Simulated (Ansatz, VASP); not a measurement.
**Two plane-wave programs on RhN**

The input INCAR:

```
SYSTEM = RhN
ALGO     = Normal         ! electronic algorithm
EDIFF    = 1E-7           ! SCF threshold, eV
ENCUT    = 520            ! plane-wave cutoff, eV
GGA      = PE             ! functional
ISIF     = 2              ! what is computed and relaxed
ISMEAR   = 0              ! smearing method
ISPIN    = 2              ! spin polarisation
LASPH    = .True.         ! aspherical terms in the spheres
LCHARG   = .False.        ! write CHGCAR
LMAXMIX  = 4              ! l up to which the mixer works
LORBIT   = 11             ! projections on sites
LREAL    = .False.        ! projectors in reciprocal space
LWAVE    = .False.        ! write WAVECAR
MAGMOM   = 0 0 0 0 0 0 0 0 ! initial moments
NBANDS   = 54             ! bands
NELM     = 150            ! most SCF steps
PREC     = Accurate       ! precision mode
SIGMA    = 0.05           ! smearing width, eV
```

The input KPOINTS:

```
k-points
0
Gamma
  6 6 6
  0 0 0
```

POSCAR

```
RhN
1.0
    3.3171255800      0.0000000000      4.8569053600
    0.0000000000      3.3171255800      4.8569053600
    0.0000000000      0.0000000000      9.7138107200
Rh N
4 4
Direct
    0.0000000000      0.0000000000      0.0000000000
    0.5000000000      0.5000000000      0.5000000000
    0.0000000000      0.0000000000      0.5000000000
    0.5000000000      0.5000000000      0.0000000000
    0.5000000000      0.0000000000      0.8835000000
    0.0000000000      0.5000000000      0.1165000000
    0.5000000000      0.0000000000      0.3835000000
    0.0000000000      0.5000000000      0.6165000000
```

Input for Ansatz:

```yaml
crystal:
  lattice:
    - [3.31712558, 0.0, 4.85690536]
    - [0.0, 3.31712558, 4.85690536]
    - [0.0, 0.0, 9.71381072]
  atoms:
    - { symbol: Rh, position: [0.0, 0.0, 0.0], spin: 2.0 }
    - { symbol: Rh, position: [0.5, 0.5, 0.5], spin: 0.3 }
    - { symbol: "N", position: [0.5, 0.0, 0.8835] }
    - { symbol: "N", position: [0.0, 0.5, 0.1165] }
    - { symbol: Rh, position: [0.0, 0.0, 0.5], spin: -2.0 }
    - { symbol: Rh, position: [0.5, 0.5, 0.0], spin: -0.3 }
    - { symbol: "N", position: [0.5, 0.0, 0.3835] }
    - { symbol: "N", position: [0.0, 0.5, 0.6165] }
basis:
  ecutwfc: 420
  ecutrho_ratio: 4
kpoints:
  mp_grid: { grid: [6, 6, 6] }
hamiltonian:
  xc: pbe
  hubbard:
    sites:
      - { site: 0, l: d, u_eff: 0.0, starting_ns: [{ spin: up, occupation_matrix: s0up }, { spin: down, occupation_matrix: s0down }] }
      - { site: 1, l: d, u_eff: 0.0, starting_ns: [{ spin: up, occupation_matrix: s1up }, { spin: down, occupation_matrix: s1down }] }
      - { site: 4, l: d, u_eff: 0.0, starting_ns: [{ spin: up, occupation_matrix: s4up }, { spin: down, occupation_matrix: s4down }] }
      - { site: 5, l: d, u_eff: 0.0, starting_ns: [{ spin: up, occupation_matrix: s5up }, { spin: down, occupation_matrix: s5down }] }
    occupation_matrices:
      s0up:
        matrix:
          - [0.97, 0.0, 0.0, 0.0, 0.0]
          - [0.0, 0.97, 0.0, 0.0, 0.0]
          - [0.0, 0.0, 0.97, 0.0, 0.0]
          - [0.0, 0.0, 0.0, 0.02, 0.0]
          - [0.0, 0.0, 0.0, 0.0, 0.97]
      s0down:
        matrix:
          - [0.02, 0.0, 0.0, 0.0, 0.0]
          - [0.0, 0.97, 0.0, 0.0, 0.0]
          - [0.0, 0.0, 0.02, 0.0, 0.0]
          - [0.0, 0.0, 0.0, 0.02, 0.0]
          - [0.0, 0.0, 0.0, 0.0, 0.97]
      s1up:
        matrix:
          - [0.97, 0.0, 0.0, 0.0, 0.0]
          - [0.0, 0.02, 0.0, 0.0, 0.0]
          - [0.0, 0.0, 0.02, 0.0, 0.0]
          - [0.0, 0.0, 0.0, 0.97, 0.0]
          - [0.0, 0.0, 0.0, 0.0, 0.97]
      s1down:
        matrix:
          - [0.97, 0.0, 0.0, 0.0, 0.0]
          - [0.0, 0.02, 0.0, 0.0, 0.0]
          - [0.0, 0.0, 0.97, 0.0, 0.0]
          - [0.0, 0.0, 0.0, 0.97, 0.0]
          - [0.0, 0.0, 0.0, 0.0, 0.02]
      s4up:
        matrix:
          - [0.02, 0.0, 0.0, 0.0, 0.0]
          - [0.0, 0.02, 0.0, 0.0, 0.0]
          - [0.0, 0.0, 0.02, 0.0, 0.0]
          - [0.0, 0.0, 0.0, 0.97, 0.0]
          - [0.0, 0.0, 0.0, 0.0, 0.97]
      s4down:
        matrix:
          - [0.97, 0.0, 0.0, 0.0, 0.0]
          - [0.0, 0.97, 0.0, 0.0, 0.0]
          - [0.0, 0.0, 0.97, 0.0, 0.0]
          - [0.0, 0.0, 0.0, 0.97, 0.0]
          - [0.0, 0.0, 0.0, 0.0, 0.02]
      s5up:
        matrix:
          - [0.02, 0.0, 0.0, 0.0, 0.0]
          - [0.0, 0.02, 0.0, 0.0, 0.0]
          - [0.0, 0.0, 0.97, 0.0, 0.0]
          - [0.0, 0.0, 0.0, 0.97, 0.0]
          - [0.0, 0.0, 0.0, 0.0, 0.97]
      s5down:
        matrix:
          - [0.97, 0.0, 0.0, 0.0, 0.0]
          - [0.0, 0.97, 0.0, 0.0, 0.0]
          - [0.0, 0.0, 0.97, 0.0, 0.0]
          - [0.0, 0.0, 0.0, 0.02, 0.0]
          - [0.0, 0.0, 0.0, 0.0, 0.02]
    ns_hold: { iters: 12 }
scf:
  occupations: { method: gaussian, width: 0.05 }
  lower_state_search: "off"
  max_iter: 150
output:
  forces: true
  stress: true
  eigenvalues: true
  populations: true
  hubbard:
    sites:
      - { site: 0, l: d }
      - { site: 1, l: d }
      - { site: 4, l: d }
      - { site: 5, l: d }
magnetization:
  spin_polarized: true
```

Alike in both runs: task single point; functional PBE; k mesh 6 × 6 × 6; occupations gaussian, width 0.05 eV; collinear spin.

|  | VASP | Ansatz |
| --- | --- | --- |
| version | VASP 6.6.1 | Ansatz 0.2.0 |
| potentials or method | VASP PAW PBE potentials, release 64 (Rh_pv, N), cutoff 520 eV | scalar-relativistic, plane waves, PAW |
| valence electrons in the cell | 80 | 88 |

Ansatz gave:

| Quantity | Value |
| --- | --- |
| gap on the k mesh at the Fermi level (eV) | none |
| pressure (GPa) | 22.9 |
| rms of the force components (eV/Å) | 1.105 |

What did VASP give for the same quantities?

gap on the k mesh at the Fermi level (eV): none; pressure (GPa): 23.1; rms of the force components (eV/Å): 1.093.

A gap of «none» marks a metal or a gap that the smearing closes. VASP's potentials hold 80 valence electrons a cell and Ansatz's 88, so a difference there can come from the potentials and not from the codes. Ansatz's warnings: seeded moment not kept, specified occupation not kept, symmetry narrowed by occupation matrices.
